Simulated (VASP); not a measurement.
Write the native input for VASP 6.6.1 that does the following.

```
Task                   : single point
Functional             : r2SCAN
Potentials or basis    : VASP PAW PBE potentials, release 64 (Ca_sv, O)
Cutoff                 : 520 eV
k mesh                 : 2 × 2 × 2
Occupations            : gaussian, width 0.01 eV
Spin                   : no spin polarisation
Dipole correction      : no
Further INCAR settings : ALGO = Normal; EDIFF = 1e-06; NBANDS = 15
```

The system is CaO.

```
Ca O
1.0
     0.00000    2.39755    2.39755
     2.39755    0.00000    2.39755
     2.39755    2.39755    0.00000
Ca O
1 1
Direct
  0.00000 0.00000 0.00000
  0.50000 0.50000 0.50000
```

These files were run (other wordings do the same):

POSCAR

```
CaO
1.0
    0.0000000000      2.3975473901      2.3975473901
    2.3975473901      0.0000000000      2.3975473901
    2.3975473901      2.3975473901      0.0000000000
Ca O
1 1
Direct
    0.0000000000      0.0000000000      0.0000000000
    0.5000000000      0.5000000000      0.5000000000
```

INCAR.step1

```
PREC     = Accurate       # precision mode
ENCUT    = 520            # plane-wave cutoff, eV
ISMEAR   = 0              # smearing method
SIGMA    = 0.01           # smearing width, eV
LREAL    = False          # projectors in reciprocal space
LASPH    = True           # aspherical terms in the spheres
NELM     = 60             # most SCF steps
NBANDS   = 15             # bands
GGA      = PE             # functional
ALGO     = Normal         # electronic algorithm
EDIFF    = 1E-4           # SCF threshold, eV
LWAVE    = True           # write WAVECAR
LCHARG   = False          # write CHGCAR
```

INCAR.step2

```
PREC     = Accurate       # precision mode
ENCUT    = 520            # plane-wave cutoff, eV
EDIFF    = 1E-6           # SCF threshold, eV
ISMEAR   = 0              # smearing method
SIGMA    = 0.01           # smearing width, eV
LREAL    = False          # projectors in reciprocal space
LASPH    = True           # aspherical terms in the spheres
NELM     = 60             # most SCF steps
ALGO     = Normal         # electronic algorithm
ISIF     = 2              # what is computed and relaxed
LWAVE    = False          # write WAVECAR
LCHARG   = False          # write CHGCAR
METAGGA  = R2SCAN         # meta-GGA
LMIXTAU  = True         
NBANDS   = 15             # bands
ISTART   = 1
```

KPOINTS

```
Automatic mesh
0
Gamma
  2 2 2
```

Potentials or basis: VASP PAW PBE potentials, release 64 (Ca_sv, O).

Launch:

```bash
$ cat potpaw_PBE.64/Ca_sv/POTCAR potpaw_PBE.64/O/POTCAR > POTCAR
$ cp INCAR.step1 INCAR
$ mpirun -np 1 vasp_std > vasp.out
$ cp INCAR.step2 INCAR
$ mpirun -np 1 vasp_std > vasp.out
```

It gave:

```
Pressure               : 2.6 GPa
Band gap on the k mesh : 3.92 eV (least direct gap 4.31 eV)
```

Caveat: the k points lie up to 1.13 Å⁻¹ apart; the PAW data sets were made with another functional, which shifts forces and pressure a little.

Run time: 33 s on 1 thread of Intel Xeon 8259CL, on a shared host, peak memory 0.16 GiB.
